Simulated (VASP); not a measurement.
Input of a VASP 6.6.1 run:

INCAR

```
PREC = Accurate
ENCUT = 600
EDIFF = 1E-6
ISMEAR = 0
SIGMA = 0.1
LREAL = False
LASPH = True
NELM = 200
ALGO = Normal
ISIF = 2
LWAVE = False
LCHARG = True
LDAU = True
LDAUTYPE = 2
LDAUL = -1 1
LDAUU = 0 1.8
LDAUJ = 0 0
LDAUPRINT = 1
GGA = PE
LELF = True
LVHAR = True
NBANDS = 15
GGA_COMPAT = False
```

KPOINTS

```
Automatic mesh
0
Gamma
  3 3 3
```

POSCAR

```
KF
1.0
    0.0000000000      2.6544134050      2.6544134050
    2.6544134050      0.0000000000      2.6544134050
    2.6544134050      2.6544134050      0.0000000000
K F
1 1
Direct
    0.0000000000      0.0000000000      0.0000000000
    0.5000000000      0.5000000000      0.5000000000
```

Potentials or basis: VASP PAW PBE potentials, release 64 (K_sv, F).

Run with:

```sh
$ cat potpaw_PBE.64/K_sv/POTCAR potpaw_PBE.64/F/POTCAR > POTCAR
$ mpirun -np 1 vasp_std > vasp.out
```

Task: Predict the pressure.

Result: 1.8 GPa.

Task: Estimate the band gap on the k mesh.

Result: 6.43 eV.

Caveat: the k points lie up to 0.68 Å⁻¹ apart.
